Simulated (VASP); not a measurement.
Input of a VASP 6.6.1 run:

File INCAR:

```
PREC     = Accurate       # precision mode
ENCUT    = 520            # plane-wave cutoff, eV
EDIFF    = 1E-8           # SCF threshold, eV
ISMEAR   = -1             # smearing method
SIGMA    = 0.05           # smearing width, eV
LREAL    = F              # projectors in reciprocal space
LASPH    = T              # aspherical terms in the spheres
NELM     = 60             # most SCF steps
ALGO     = Normal         # electronic algorithm
ISIF     = 2              # what is computed and relaxed
LWAVE    = F              # write WAVECAR
LCHARG   = F              # write CHGCAR
GGA      = PS             # functional
LEFG     = T            
NBANDS   = 54             # bands
```

KPOINTS

```
Automatic mesh
0
Gamma
  7 7 7
```

The input POSCAR:

```
Ag
1.0
    0.0000000000      4.0855000000      4.0855000000
    4.0855000000      0.0000000000      4.0855000000
    4.0855000000      4.0855000000      0.0000000000
Ag
8
Direct
    0.0000000000      0.0000000000      0.0000000000
    0.0000000000      0.0000000000      0.5000000000
    0.0000000000      0.5000000000      0.0000000000
    0.0000000000      0.5000000000      0.5000000000
    0.5000000000      0.0000000000      0.0000000000
    0.5000000000      0.0000000000      0.5000000000
    0.5000000000      0.5000000000      0.0000000000
    0.5000000000      0.5000000000      0.5000000000
```

Potentials or basis: VASP PAW PBE potentials, release 64 (Ag).

Run with:

```sh
$ cat potpaw_PBE.64/Ag/POTCAR > POTCAR
$ mpirun -np 1 vasp_std > vasp.out
```

Q: Estimate the pressure.

A: -2.8 GPa.

Q: What does it give for the band gap on the k mesh?

A: Zero (bands 44 and 45 overlap by 1.38 eV).

Caveat: the PAW data sets were made with another functional, which shifts forces and pressure a little.
